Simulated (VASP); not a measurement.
# Sc8H (I-4m2) in VASP: single point with r2SCAN

Aim: the single point of Sc8H with r2SCAN.

Everything below comes from runs of VASP 6.6.1. Logs are shortened: lines on timing, memory, paths and dates and some standing lists are left out, and cuts for length are marked.

**1. The cell of the first run**

The structure is tetragonal, space group I-4m2 (No. 119). The conventional cell has a = 6.593 Å, b = 6.593 Å, c = 9.391 Å, α = 90.00°, β = 90.00°, γ = 90.00°. Within 2.6 Å of Sc (site symmetry m) lie 1 H at 1.98 Å. Sc (site symmetry m) has 12 Sc at 3.29 to 3.31 Å and 3 H at 3.87 to 3.89 Å within 4.3 Å. Within 2.6 Å of H (site symmetry -4m2) lie 4 Sc at 1.98 Å.

**2. Single point, r2SCAN**

POSCAR reads:

```
Sc8H
1.0
   -3.2966637225      3.2966637225      4.6954108083
    3.2966637225     -3.2966637225      4.6954108083
    3.2966637225      3.2966637225     -4.6954108083
Sc H
8 1
Direct
    0.0026644575      0.0076147958      0.0049503383
   -0.0006631444     -0.0000853894      0.4994222450
    0.0022858809      0.4973355425      0.0049503383
    0.0026644575      0.4977141191      0.4950496617
    0.5004923656     -0.0000853894      0.0005777550
    0.5000853894     -0.0004923656      0.4994222450
    0.5000853894      0.5006631444      0.0005777550
    0.4923852042      0.4973355425      0.4950496617
    0.1250000000      0.3750000000      0.2500000000
```

INCAR.step1 reads:

```
PREC = Accurate
ENCUT = 520
ISMEAR = 0
SIGMA = 0.1
LREAL = False
LASPH = True
NELM = 60
NBANDS = 54
GGA = PE
ALGO = Normal
EDIFF = 1E-4
LWAVE = True
LCHARG = False
```

INCAR.step2 reads:

```
PREC = Accurate
ENCUT = 520
EDIFF = 1E-7
ISMEAR = 0
SIGMA = 0.1
LREAL = False
LASPH = True
NELM = 60
ALGO = Normal
ISIF = 2
LWAVE = False
LCHARG = True
METAGGA = R2SCAN
LMIXTAU = True
LELF = True
LVHAR = True
NBANDS = 54
ISTART = 1
```

KPOINTS reads:

```
regular mesh
0
Gamma
  4 4 4
```

Potentials or basis: VASP PAW PBE potentials, release 64 (Sc_sv, H).

On the command line:

```sh
$ cat potpaw_PBE.64/Sc_sv/POTCAR potpaw_PBE.64/H/POTCAR > POTCAR
$ cp INCAR.step1 INCAR
$ mpirun -np 1 vasp_std > vasp.out
$ cp INCAR.step2 INCAR
$ mpirun -np 1 vasp_std > vasp.out
```

OUTCAR:

```text
PREC = Accurate
   ENCUT = 520
   EDIFF = 1E-7
   ISMEAR = 0
   LREAL = False
   LASPH = True
   NELM = 60
   ISIF = 2
   METAGGA = R2SCAN
   ISTART = 1

 ion  position               nearest neighbor table
   1  0.003  0.008  0.005-   9 1.98   4 3.23   8 3.24   3 3.24   6 3.30   6 3.30   2 3.31   5 3.31
                             5 3.31   2 3.31   4 3.36   3 3.38   8 3.38
   2  0.999  1.000  0.499-   5 3.29   3 3.30   3 3.30   6 3.30   7 3.30   5 3.30   1 3.31   4 3.31
                             4 3.31   1 3.31   7 3.31   6 3.31
   3  0.002  0.497  0.005-   9 1.98   8 3.23   1 3.24   4 3.24   2 3.30   2 3.30   6 3.31   7 3.31
                             7 3.31   6 3.31   8 3.36   4 3.38   1 3.38
   4  0.003  0.498  0.495-   9 1.98   1 3.23   8 3.24   3 3.24   7 3.30   7 3.30   5 3.31   2 3.31
                             2 3.31   5 3.31   1 3.36   3 3.38   8 3.38
   5  0.500  1.000  0.001-   2 3.29   8 3.30   8 3.30   6 3.30   7 3.30   2 3.30   1 3.31   4 3.31
                             4 3.31   1 3.31   6 3.31   7 3.31
   6  0.500  1.000  0.499-   7 3.29   1 3.30   1 3.30   5 3.30   2 3.30   7 3.30   8 3.31   3 3.31
                             3 3.31   8 3.31   5 3.31   2 3.31
   7  0.500  0.501  0.001-   6 3.29   4 3.30   4 3.30   5 3.30   2 3.30   6 3.30   8 3.31   3 3.31
                             3 3.31   8 3.31   2 3.31   5 3.31
   8  0.492  0.497  0.495-   9 1.98   3 3.23   1 3.24   4 3.24   5 3.30   5 3.30   7 3.31   6 3.31
                             6 3.31   7 3.31   3 3.36   4 3.38   1 3.38
   9  0.125  0.375  0.250-   1 1.98   8 1.98   4 1.98   3 1.98

  LATTYP: Found a body centered tetragonal cell.
 ALAT       =     6.5933274450
 C/A-ratio  =     1.4242917093

  Lattice vectors:

 A1 = (  -3.2966637225,   3.2966637225,   4.6954108083)
 A2 = (   3.2966637225,  -3.2966637225,   4.6954108083)
 A3 = (   3.2966637225,   3.2966637225,  -4.6954108083)

Analysis of symmetry for initial positions (statically):
=====================================================================
 Subroutine PRICEL returns:
 Original cell was already a primitive cell.

 Routine SETGRP: Setting up the symmetry group for a
 body centered tetragonal supercell.

 Subroutine GETGRP returns: Found  8 space group operations
 (whereof  2 operations were pure point group operations)
 out of a pool of 16 trial point group operations.

The static configuration has the point symmetry C_1h.
 The point group associated with its full space group is D_2d.

Analysis of symmetry for dynamics (positions and initial velocities):
=====================================================================
 Subroutine PRICEL returns:
 Original cell was already a primitive cell.

 Routine SETGRP: Setting up the symmetry group for a
 body centered tetragonal supercell.

 Subroutine GETGRP returns: Found  8 space group operations
 (whereof  2 operations were pure point group operations)
 out of a pool of 16 trial point group operations.

The dynamic configuration has the point symmetry C_1h.
 The point group associated with its full space group is D_2d.

 Subroutine INISYM returns: Found  8 space group operations
 (whereof  2 operations are pure point group operations),
 and found     1 'primitive' translations

----------------------------------------------------------------------------------------

                                     Primitive cell

  volume of cell :     204.1187

  direct lattice vectors                    reciprocal lattice vectors
    -3.296663722  3.296663722  4.695410808     0.000000000  0.151668487  0.106486955
     3.296663722 -3.296663722  4.695410808     0.151668487  0.000000000  0.106486955
     3.296663722  3.296663722 -4.695410808     0.151668487  0.151668487  0.000000000

  length of vectors
     6.616862252  6.616862252  6.616862252     0.185318109  0.185318109  0.214491632

  position of ions in fractional coordinates (direct lattice)
     0.002664458  0.007614796  0.004950338
     0.999336856  0.999914611  0.499422245
     0.002285881  0.497335542  0.004950338
     0.002664458  0.497714119  0.495049662
     0.500492366  0.999914611  0.000577755
     0.500085389  0.999507634  0.499422245
     0.500085389  0.500663144  0.000577755
     0.492385204  0.497335542  0.495049662
     0.125000000  0.375000000  0.250000000

  ion indices of the primitive-cell ions
   primitive index   ion index
                 1           1
                 2           2
                 3           3
                 4           4
                 5           5
                 6           6
                 7           7
                 8           8
                 9           9

----------------------------------------------------------------------------------------

 KPOINTS: regular mesh

Automatic generation of k-mesh.
 Grid dimensions read from file:
 generate k-points for:    4    4    4

 Generating k-lattice:

  Cartesian coordinates                     Fractional coordinates (reciprocal lattice)
     0.000000000  0.037917122  0.026621739     0.250000000 -0.000000000  0.000000000
     0.037917122  0.000000000  0.026621739    -0.000000000  0.250000000  0.000000000
     0.037917122  0.037917122  0.000000000     0.000000000  0.000000000  0.250000000

  Length of vectors
     0.046329527  0.046329527  0.053622908

  Shift w.r.t. Gamma in fractional coordinates (k-lattice)
     0.000000000  0.000000000  0.000000000

 Subroutine IBZKPT returns following result:
 ===========================================

 Found     13 irreducible k-points:

 Following reciprocal coordinates:
            Coordinates               Weight
  0.000000  0.000000  0.000000      1.000000
  0.250000  0.000000  0.000000      8.000000
  0.500000  0.000000  0.000000      4.000000
  0.250000  0.250000  0.000000      8.000000
  0.500000  0.250000 -0.000000     16.000000
 -0.250000  0.250000  0.000000      4.000000
  0.500000  0.500000  0.000000      2.000000
  0.250000  0.250000  0.250000      2.000000
 -0.250000  0.250000  0.250000      4.000000
  0.500000  0.500000  0.250000      4.000000
 -0.250000  0.500000  0.250000      8.000000
 -0.250000 -0.250000  0.250000      2.000000
  0.500000  0.500000  0.500000      1.000000
   k-points           NKPTS =     13   k-points in BZ     NKDIM =     13   number of bands    NBANDS=     54
   number of dos      NEDOS =    301   number of ions     NIONS =      9
   total plane-waves  NPLWV = 125000
   dimension x,y,z NGX =    50 NGY =   50 NGZ =   50
   dimension x,y,z NGXF=   100 NGYF=  100 NGZF=  100
   ions per type =               8   1
   NGX,Y,Z   is equivalent  to a cutoff of  12.56, 12.56, 12.56 a.u.
   NGXF,Y,Z  is equivalent  to a cutoff of  25.12, 25.12, 25.12 a.u.
 SYSTEM =  unknown system
   PREC   = accura    normal or accurate (medium, high low for compatibility)
   ISTART =      1    job   : 0-new  1-cont  2-samecut
   ICHARG =      0    charge: 1-file 2-atom 10-const
   ISPIN  =      1    spin polarized calculation?
   LNONCOLLINEAR =      F non collinear calculations
   LSORBIT =      F    spin-orbit coupling
   LASPH  =      T    aspherical Exc in radial PAW
   ENCUT  =  520.0 eV  38.22 Ry    6.18 a.u.  12.30 12.30 12.30*2*pi/ulx,y,z
   NELM   =     60;   NELMIN=  2; NELMDL=  0     # of ELM steps
   EDIFF  = 0.1E-06   stopping-criterion for ELM
   LREAL  =      F    real-space projection
   EDIFFG = 0.1E-05   stopping-criterion for IOM
   NSW    =      0    number of steps for IOM
   IBRION =     -1    ionic relax: 0-MD 1-quasi-New 2-CG
   NFREE  =      0    steps in history (QN), initial steepest desc. (CG)
   ISIF   =      2    stress and relaxation
   ISYM   =      2    0-nonsym 1-usesym 2-fastsym
   POTIM  = 0.5000    time-step for ionic-motion
   TEBEG  =    0.0;   TEEND  =   0.0 temperature during run
   PSTRESS=    0.0 pullay stress
   NELECT =      89.0000    total number of electrons
   NUPDOWN=      -1.0000    fix difference up-down
   EMIN   =  10.00;   EMAX   =-10.00  energy-range for DOS
   EFERMI =   0.00;   METHOD = LEGACY
   ISMEAR =     0;   SIGMA  =   0.10  broadening in eV -4-tet -1-fermi 0-gaus
   EFERMI_NEDOS =   21; number of points for ismear=-14 and -15
   IALGO  =     38    algorithm
   IMIX   =      4    mixing-type and parameters
     AMIX     =   0.40;   BMIX     =  1.00
     AMIX_MAG =   1.60;   BMIX_MAG =  1.00
  volume/ion in A,a.u.               =      22.68       153.05
  Fermi-wavevector in a.u.,A,eV,Ry     =   1.241397  2.345899 20.967468  1.541065
  Thomas-Fermi vector in A             =   2.375796
   LORBIT       =      0    0 simple, 1 ext, 2 COOP (PROOUT), +10 PAW based schemes
   METAGGA = R2SCAN    functional components
   LHFCALC =     F    Hartree Fock is set to
   AEXX    =    0.0000 exact exchange contribution
   IVDW    =     0    specifies the selected vdW correction
   LEPSILON=     F    determine dielectric tensor
   LRPA    =     F    only Hartree local field effects (RPA)
 non-spin polarized calculation
 Gauss-broadening in eV      SIGMA  =   0.10
  energy-cutoff  :      520.00
  volume of cell :      204.12
 maximum number of plane-waves:      5577
 NGX is ok and might be reduce to    50
   NGX = 25   NGY = 25   NGZ = 25

 number of electron      89.0000007 magnetization

 Free energy of the ion-electron system (eV)
  ---------------------------------------------------
  ext. energy  EPLUGINS =         0.00000000
  ---------------------------------------------------
  free energy    TOTEN  =       -94.95193822 eV

  energy without entropy =      -94.87765631  energy(sigma->0) =      -94.91479726

 E-fermi :   3.6492     XC(G=0): -10.5221

 val. band max:        3.6043317637   @ k =   0.0000   0.0000   0.0000
 cond. band min:       3.6514377462   @ k =  -0.2500  -0.2500   0.2500
 fundamental gap:      0.0471059826
 Fermi energy:         3.6491829432

 k-point     1 :       0.0000    0.0000    0.0000
  band No.  band energies     occupation
      1     -48.0376      2.00000
      2     -47.9853      2.00000
      3     -47.9850      2.00000
      4     -47.9850      2.00000
      5     -47.9797      2.00000
      6     -47.9595      2.00000
[... 46 lines left out ...]
     53       5.2694      0.00000
     54       5.2825      0.00000
[... 682 lines left out ...]
     53       4.4592      0.00000
     54       4.4592      0.00000

------------------------ aborting loop because EDIFF is reached ----------------------------------------

  FORCE on cell =-STRESS in cart. coord.  units (eV):
  Direction    XX          YY          ZZ          XY          YZ          ZX
  --------------------------------------------------------------------------------------
  -------------------------------------------------------------------------------------
  Total        0.4032830      0.4032830      0.1581944      0.0000000      0.0000000      0.0000000
  in kB        3.1654659      3.1654659      1.2417064      0.0000000      0.0000000      0.0000000
  external PRESSURE =       2.5242128 kB  Pullay stress =       0.0000000 kB

 VOLUME and BASIS-vectors are now :
 -----------------------------------------------------------------------------
  energy-cutoff  :      520.00
  volume of cell :      204.12
      direct lattice vectors                 reciprocal lattice vectors
    -3.296663722  3.296663722  4.695410808     0.000000000  0.151668487  0.106486955
     3.296663722 -3.296663722  4.695410808     0.151668487  0.000000000  0.106486955
     3.296663722  3.296663722 -4.695410808     0.151668487  0.151668487  0.000000000

 POSITION                                       TOTAL-FORCE (eV/Angst)
 -----------------------------------------------------------------------------------
      0.03264      0.00000      0.02502        -0.016150     -0.000000     -0.011574
      1.64833      1.64452      7.04231         0.000000     -0.020053     -0.011256
      1.64833     -1.61569      2.32268         0.000000     -0.016150      0.011574
      3.26402      0.00000      0.02502         0.016150     -0.000000     -0.011574
      1.64833     -1.64452      7.04231        -0.000000      0.020053     -0.011256
      3.29285     -0.00000      4.69621        -0.020053      0.000000      0.011256
      0.00381      0.00000      4.69621         0.020053      0.000000      0.011256
      1.64833      1.61569      2.32268         0.000000      0.016150      0.011574
      1.64833      0.00000      1.17385        -0.000000      0.000000      0.000000
 -----------------------------------------------------------------------------------
    total drift:                                0.000000     -0.000000      0.000000

  FREE ENERGIE OF THE ION-ELECTRON SYSTEM (eV)
  ---------------------------------------------------
  free  energy   TOTEN  =       -94.9519382192 eV

  energy  without entropy=      -94.8776563094  energy(sigma->0) =      -94.91479726
```

It took 12 min on 1 thread of Intel Xeon Platinum 8124M at 3.00GHz (Skylake/Cascade Lake), shared host; peak memory 0.45 GiB.

What came out:

```
Free energy            : -94.9519 eV
Pressure               : 0.3 GPa
Largest force          : 0.023 eV/Å
Band gap on the k mesh : zero (an odd number of electrons rules out a gap without spin polarisation)
```

Forces in eV/Å, atoms in the order of the input:
```
Sc  -0.016  0.000 -0.012
Sc   0.000 -0.020 -0.011
Sc   0.000 -0.016  0.012
Sc   0.016  0.000 -0.012
Sc   0.000  0.020 -0.011
Sc  -0.020  0.000  0.011
Sc   0.020  0.000  0.011
Sc   0.000  0.016  0.012
H    0.000  0.000  0.000
```

Stress tensor (GPa, compression positive):
```
0.32 0.00 0.00
0.00 0.32 0.00
0.00 0.00 0.12
```

Caveat: the PAW data sets were made with another functional, which shifts forces and pressure a little.

The gap in the log of VASP goes by the Fermi energy; the results here count the filled bands.